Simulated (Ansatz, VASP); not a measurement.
# One calculation of ZrC, two programs

Contents of POSCAR:

```
ZrC
1.0
    0.0000000000      2.3502100000      2.3502100000
    2.3502100000      0.0000000000      2.3502100000
    2.3502100000      2.3502100000      0.0000000000
Zr C
1 1
Direct
    0.5000000000      0.5000000000      0.5000000000
    0.0000000000      0.0000000000      0.0000000000
```

The input INCAR.step1:

```
SYSTEM = ZrC
ALGO = Normal ; EDIFF = 1E-4
ENCUT = 600 ; GGA = PE
ISMEAR = 0 ; LASPH = .TRUE.
LCHARG = .FALSE. ; LREAL = .FALSE.
LWAVE = .TRUE. ; NELM = 60
PREC = Accurate ; SIGMA = 0.1
```

File INCAR.step2:

```
SYSTEM = ZrC
ALGO = Normal ; EDIFF = 1E-7
EDIFFG = -0.005 ; ENCUT = 600
IBRION = 2 ; ISIF = 3
ISMEAR = 0 ; ISTART = 1
LASPH = .TRUE. ; LCHARG = .FALSE.
LMIXTAU = .TRUE. ; LREAL = .FALSE.
LWAVE = .FALSE. ; METAGGA = R2SCAN
NELM = 60 ; NSW = 100
PREC = Accurate ; SIGMA = 0.1
```

KPOINTS

```
k-points
0
G
  16 16 16
  0 0 0
```

Input for Ansatz:

```yaml
crystal:
  lattice:
    - [0.0, 2.35021, 2.35021]
    - [2.35021, 0.0, 2.35021]
    - [2.35021, 2.35021, 0.0]
  atoms:
    - { symbol: Zr, position: [0.5, 0.5, 0.5] }
    - { symbol: C, position: [0.0, 0.0, 0.0] }
basis:
  ecutwfc: 500
kpoints:
  mp_grid: { grid: [16, 16, 16] }
hamiltonian:
  xc: r2scan
scf:
  occupations: { method: gaussian, width: 0.1 }
output:
  forces: true
  stress: true
  eigenvalues: true
relax:
  adjacent_minimum: "off"
  f_tol: 0.005
  max_steps: 80
  cell: { stress_tol: 0.05 }
```

Alike in both runs: task relaxation of cell and atoms; functional r2SCAN; k mesh 16 × 16 × 16; occupations gaussian, width 0.1 eV; no spin polarisation.

```csv
,VASP,Ansatz
version,VASP 6.6.1,Ansatz 0.2.0
potentials or method,"VASP PAW PBE potentials, release 64 (Zr_sv, C), cutoff 600 eV","scalar-relativistic, plane waves, PAW"
valence electrons in the cell,16,16
```

```csv
,VASP,Ansatz,Ansatz less VASP
"gap on the k mesh at the Fermi level, each at its own relaxed structure (eV)",none,none,-
relaxed volume (Å³/atom),13.08,13.07,-0.006
relaxed cell length with the largest relative difference (Å),3.332,3.332,-0.0005
```

VASP's potentials were made for PBE, not for r2SCAN. A gap of «none» marks a metal or a gap that the smearing closes.
